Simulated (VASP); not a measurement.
Write the native input for VASP 6.6.1 that does the following.

```yaml
Task: single point
Functional: PBE
Dispersion: D3(BJ)
Potentials_or_basis: VASP PAW PBE potentials, release 64 (C)
Cutoff: 520 eV
k_mesh: 21 × 21 × 1
Occupations: gaussian, width 0.1 eV
Spin: no spin polarisation
Dipole_correction: yes
Further_INCAR_settings: ALGO = Normal; EDIFF = 1e-06; NBANDS = 11
```

The structure of C lies in POSCAR:

```
C
1.0
    2.2810000000      0.0000000000      0.0000000000
   -1.1405000000      1.9754039460      0.0000000000
    0.0000000000      0.0000000000     26.0024170307
C
2
Direct
    0.6666666667      0.3333333333      0.5109797485
    0.3333333333      0.6666666667      0.4890202515
```

These files were run (other wordings do the same):

INCAR

```
PREC = Accurate ; ENCUT = 520
EDIFF = 1E-6 ; ISMEAR = 0
SIGMA = 0.1 ; LREAL = F
LASPH = T ; NELM = 60
ALGO = Normal ; ISIF = 2
LWAVE = F ; LCHARG = F
LDIPOL = T ; IDIPOL = 3
DIPOL = 0.5 0.5 0.500 ; GGA = PE
IVDW = 12 ; NBANDS = 11
```

KPOINTS

```
regular mesh
0
Gamma
  21 21 1
```

Potentials or basis: VASP PAW PBE potentials, release 64 (C).

Run with:

```sh
$ cat potpaw_PBE.64/C/POTCAR > POTCAR
$ mpirun -np 1 vasp_std > vasp.out
```

Results of the run:

```
Largest force              : 9.706 eV/Å
Band gap on the k mesh     : zero (band 4 reaches -2.13 eV, above the bottom of band 5 at -2.81 eV)
Dispersion energy per atom : -0.080 eV
```

Run time: 63 s on 1 thread of AMD EPYC 7R13 Processor (Zen 3), with other jobs on the host, peak memory 0.22 GiB.
